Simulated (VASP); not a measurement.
PtS2, 3 atoms in the cell. Symmetry: P-3m1, No. 164, trigonal system. The conventional cell has a = 3.543 Å, b = 3.543 Å, c = 5.039 Å, α = 90.00°, β = 90.00°, γ = 120.00°. Within 3.1 Å of Pt (site symmetry -3m) lie 6 S at 2.34 Å. S (site symmetry 3m) has 3 Pt at 2.34 Å and 3 S at 3.07 Å within 3.1 Å. 

```yaml
Program: VASP 6.6.1
Task: single point
Functional: PBEsol
Potentials_or_basis: VASP PAW PBE potentials, release 64 (Pt, S)
Cutoff: 520 eV
k_mesh: 7 × 7 × 4
Occupations: fermi-dirac, width 0.05 eV
Spin: no spin polarisation
Dipole_correction: no
Further_INCAR_settings: ALGO = Normal; EDIFF = 1e-06; NBANDS = 18
```

Potentials or basis: VASP PAW PBE potentials, release 64 (Pt, S).

Run with:

```console
$ cat potpaw_PBE.64/Pt/POTCAR potpaw_PBE.64/S/POTCAR > POTCAR
$ mpirun -np 1 vasp_std > vasp.out
```

Hardware: 1 thread of AMD EPYC 7R13 Processor (Zen 3) (shared host).

Q: Estimate the wall time of this run.

A: Wall time 22 s on 1 thread of AMD EPYC 7R13 Processor (Zen 3), with other jobs on the host, peak memory 0.16 GiB. Counts: scf iterations 13, k points 28.
